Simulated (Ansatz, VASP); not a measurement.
# GaF in VASP and in Ansatz

```
Ga F
1.0
     3.16592    0.00000    0.00000
     0.00000    3.16592    0.00000
     0.00000    0.00000    3.16592
Ga F
1 1
Direct
  0.00000 0.00000 0.00000
  0.50000 0.50000 0.50000
```

Alike in both runs: functional PBEsol-based global hybrid; k mesh 4 × 4 × 4; occupations fermi-dirac, width 0.05 eV; no spin polarisation.

|  | VASP | Ansatz |
| --- | --- | --- |
| version | VASP 6.6.1 | Ansatz 0.2.0 |
| potentials or method | VASP PAW PBE potentials, release 64 (Ga_d, F) | Ansatz PAW |
| plane-wave cutoff (eV) | 520 | 420 |
| valence electrons in the cell | 20 | 20 |
| task | single point | band structure |

|  | VASP | Ansatz | Ansatz less VASP |
| --- | --- | --- | --- |
| gap on the k mesh at the Fermi level (eV) | 1.41 | 1.34 | -0.068 |
| least direct gap on the mesh (eV) | 2.77 | 2.74 | -0.034 |
| pressure (GPa) | -2.8 | -2.5 | +0.23 |

VASP's potentials were made for PBE, not for PBEsol-based global hybrid.

The k mesh is coarse, so the values compare programs but aren't converged.
